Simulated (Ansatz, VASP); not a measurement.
**Two plane-wave programs on SnO2**

Contents of INCAR:

```
PREC = Accurate
ENCUT = 520
EDIFF = 1E-6
ISMEAR = -1
SIGMA = 0.02
LREAL = F
LASPH = T
NELM = 100
ALGO = Normal
ISIF = 2
LWAVE = F
LCHARG = T
GGA = PE
LELF = T
LVHAR = T
NBANDS = 35
```

File KPOINTS:

```
Automatic mesh
0
Gamma
  10 10 10
```

Contents of POSCAR:

```
SnO2
1.0
   -1.9930389013      1.9930389013      5.0844160105
    1.9930389013     -1.9930389013      5.0844160105
    1.9930389013      1.9930389013     -5.0844160105
Sn O
2 4
Direct
    0.7500000000      0.2500000000      0.5000000000
    0.0000000000      0.0000000000      0.0000000000
    0.7959402506      0.7959402506      0.0000000000
    0.9540597494      0.4540597494      0.5000000000
    0.2040597494      0.2040597494      0.0000000000
    0.5459402506      0.0459402506      0.5000000000
```

Input for Ansatz:

```yaml
crystal:
  lattice:
    - [-1.9930389013, 1.9930389013, 5.0844160105]
    - [1.9930389013, -1.9930389013, 5.0844160105]
    - [1.9930389013, 1.9930389013, -5.0844160105]
  atoms:
    - { symbol: Sn, position: [0.75, 0.25, 0.5] }
    - { symbol: Sn, position: [0.0, 0.0, 0.0] }
    - { symbol: O, position: [0.7959402506, 0.7959402506, 0.0] }
    - { symbol: O, position: [0.9540597494, 0.4540597494, 0.5] }
    - { symbol: O, position: [0.2040597494, 0.2040597494, 0.0] }
    - { symbol: O, position: [0.5459402506, 0.0459402506, 0.5] }
kpoints:
  mp_grid: { grid: [10, 10, 10] }
  band_path:
    path:
      - [0.0, 0.0, 0.0]
      - [0.0, 0.0, 0.5]
      - [0.25, 0.25, 0.25]
      - [0.0, 0.5, 0.0]
      - [0.5, 0.5, -0.5]
      - [0.2884139887, 0.7115860113, -0.2884139887]
      - [-0.2884139887, 0.2884139887, 0.2884139887]
      - [-0.0768279775, 0.0768279775, 0.5]
      - [0.5, 0.5, -0.0768279775]
      - [0.260417, 0.322917, 0.208333]
    npoints: 1
hamiltonian:
  xc: pbe
scf:
  occupations: { method: fermi_dirac, width: 0.02 }
  n_extra_bands: 5
output:
  forces: true
  stress: true
  eigenvalues: true
```

Change from the starting cell: hydrostatic strain -0.3%.

Alike in both runs: task single point; functional PBE; k mesh 10 × 10 × 10; occupations fermi-dirac, width 0.02 eV; no spin polarisation.

```csv
,VASP,Ansatz
version,VASP 6.6.1,Ansatz 0.2.0
potentials or method,"VASP PAW PBE potentials, release 64 (Sn_d, O)","plane waves, PAW"
plane-wave cutoff (eV),520,420
valence electrons in the cell,52,52
```

```tsv
	VASP	Ansatz	Ansatz less VASP
gap on the k mesh at the Fermi level (eV)	1.79	1.80	+0.010
pressure (GPa)	9.1	8.5	-0.63
traceless stress, the component that is largest in VASP (GPa)	0.20	0.04	-0.157
rms of the force components (eV/Å)	0.056	0.044	-0.0128
```

Atom by atom the forces differ by 0.013 eV/Å (rms over components). The functional is the same, so the differences come from potentials, cutoffs and numerics.
